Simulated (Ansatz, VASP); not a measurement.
## Two plane-wave programs on Eu

```xyz
1
Lattice="-2.2275 2.2275 2.2275 2.2275 -2.2275 2.2275 2.2275 2.2275 -2.2275" Properties=species:S:1:pos:R:3 pbc="T T T"
Eu    0.0000    0.0000    0.0000
```

Alike in both runs: task single point; functional r2SCAN; k mesh 10 × 10 × 10; occupations gaussian, width 1 eV; collinear spin.

|  | VASP | Ansatz |
| --- | --- | --- |
| version | VASP 6.6.1 | Ansatz 0.2.0 |
| potentials or method | VASP PAW PBE potentials, release 64 (Eu), cutoff 520 eV | plane waves (500 eV) with PAW, scalar-relativistic |
| valence electrons in the cell | 17 | 17 |

Ansatz gave:

* pressure (GPa): -0.3
* net moment per atom (μB): 7.66
* size of the moment on the site where the two differ most (μB): 7.18

Problem. What did VASP give for the same quantities?

Solution. Pressure (GPa): -0.5; net moment per atom (μB): 7.64; size of the moment on the site where the two differ most (μB): 6.62.

VASP's potentials were made for PBE, not for r2SCAN. Site moments also hang on the region over which each program counts them. Ansatz's warnings: stability check not made.

Spin-orbit coupling is off throughout.
